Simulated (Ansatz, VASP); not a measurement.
# One calculation of LiSe6, two programs

File INCAR:

```
SYSTEM = LiSe6
PREC = Accurate
ENCUT = 520
EDIFF = 1E-7
ISMEAR = 0
SIGMA = 0.1
LREAL = .False.
LASPH = .True.
NELM = 60
ALGO = Normal
ISIF = 2
LWAVE = .False.
LCHARG = .True.
GGA = PE
LELF = .True.
LVHAR = .True.
NBANDS = 28
```

Contents of KPOINTS:

```
Automatic mesh
0
Gamma
  4 4 4
  0 0 0
```

The input POSCAR:

```
LiSe6
1.0
    5.6698243700      0.0000000000      0.0000000000
    0.0000000000      5.6698243700      0.0000000000
    0.0000000000      0.0000000000      5.6698243700
Li Se
1 6
Direct
    0.0000000000      0.0000000000      0.0000000000
    0.7985550200      0.5000000000      0.5000000000
    0.2014449800      0.5000000000      0.5000000000
    0.5000000000      0.5000000000      0.7985550200
    0.5000000000      0.5000000000      0.2014449800
    0.5000000000      0.2014449800      0.5000000000
    0.5000000000      0.7985550200      0.5000000000
```

Input for Ansatz:

```yaml
crystal:
  lattice:
    - [5.66982437, 0.0, 0.0]
    - [0.0, 5.66982437, 0.0]
    - [0.0, 0.0, 5.66982437]
  atoms:
    - { symbol: Li, position: [0.0, 0.0, 0.0] }
    - { symbol: Se, position: [0.79855502, 0.5, 0.5] }
    - { symbol: Se, position: [0.20144498, 0.5, 0.5] }
    - { symbol: Se, position: [0.5, 0.5, 0.79855502] }
    - { symbol: Se, position: [0.5, 0.5, 0.20144498] }
    - { symbol: Se, position: [0.5, 0.20144498, 0.5] }
    - { symbol: Se, position: [0.5, 0.79855502, 0.5] }
basis:
  ecutwfc: 420
kpoints:
  mp_grid: { grid: [4, 4, 4] }
hamiltonian:
  xc: pbe
scf:
  occupations: { method: gaussian, width: 0.1 }
  lower_state_search: "off"
output:
  forces: true
  stress: true
  eigenvalues: true
```

Change from the starting cell: species swapped into the YbB6 type (Pm-3m, No. 221).

Alike in both runs: task single point; functional PBE; k mesh 4 × 4 × 4; occupations gaussian, width 0.1 eV; no spin polarisation.

|  | VASP | Ansatz |
| --- | --- | --- |
| version | VASP 6.6.1 | Ansatz 0.2.0 |
| potentials or method | VASP PAW PBE potentials, release 64 (Li_sv, Se), cutoff 520 eV | scalar-relativistic, plane waves, PAW |
| valence electrons in the cell | 39 | 99 |

```tsv
	VASP	Ansatz	Ansatz less VASP
gap on the k mesh at the Fermi level (eV)	none	none	-
rms of the force components (eV/Å)	3.215	3.174	-0.0411
```

Atom by atom the forces differ by 0.041 eV/Å (rms over components). A gap of «none» marks a metal or a gap that the smearing closes. VASP's potentials hold 39 valence electrons a cell and Ansatz's 99, so a difference there can come from the potentials and not from the codes.

Noted on VASP's run: the cutoff is under 1.25 times that of the potentials, so the pressure is a little rough.
